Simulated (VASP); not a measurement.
Runs of VASP 6.6.1 on Al2O3. The structure is that of space group P-6m2 (No. 187), or close to it. The cells are those of the table. 

| cell | gap on the mesh (eV) | pressure (GPa) | largest force (eV/Å) |
| --- | --- | --- | --- |
| a = 2.884, b = 2.884, c = 10.084 Å, angles 90.0, 90.0, 120.0°, 5 atoms | 4.38 | -11.8 | 1.46 |
| a = 3.115, b = 3.115, c = 10.084 Å, angles 90.0, 90.0, 120.0°, 5 atoms | 2.92 | -24.8 | 2.28 |
| a = 3.115, b = 3.115, c = 9.337 Å, angles 90.0, 90.0, 120.0°, 5 atoms | 2.85 | -22.9 | 1.59 |
| a = 2.769, b = 2.769, c = 8.963 Å, angles 90.0, 90.0, 120.0°, 5 atoms | 5.82 | (b) | 1.16 |
| a = 2.654, b = 2.654, c = 8.963 Å, angles 90.0, 90.0, 120.0°, 5 atoms | 7.01 | (a) | 2.78 |

Alike in all rows: task single point; level LDA; potentials or basis VASP PAW LDA potentials, release 64 (Al, O); no spin polarisation; k mesh 9 × 9 × 4; cutoff (eV) 520; smearing gaussian 0.05 eV.

Problem. Fill in the values left out.

Solution. (a) 39.6; (b) 14.5.

Caveats: an odd mesh through Γ misses points on the zone boundary, where band edges can lie; forces of over 1 eV/Å act on the atoms, so gaps and moduli don't describe the material at rest; the cell stands under tension (at least some runs); the cell stands under pressure (at least some runs).
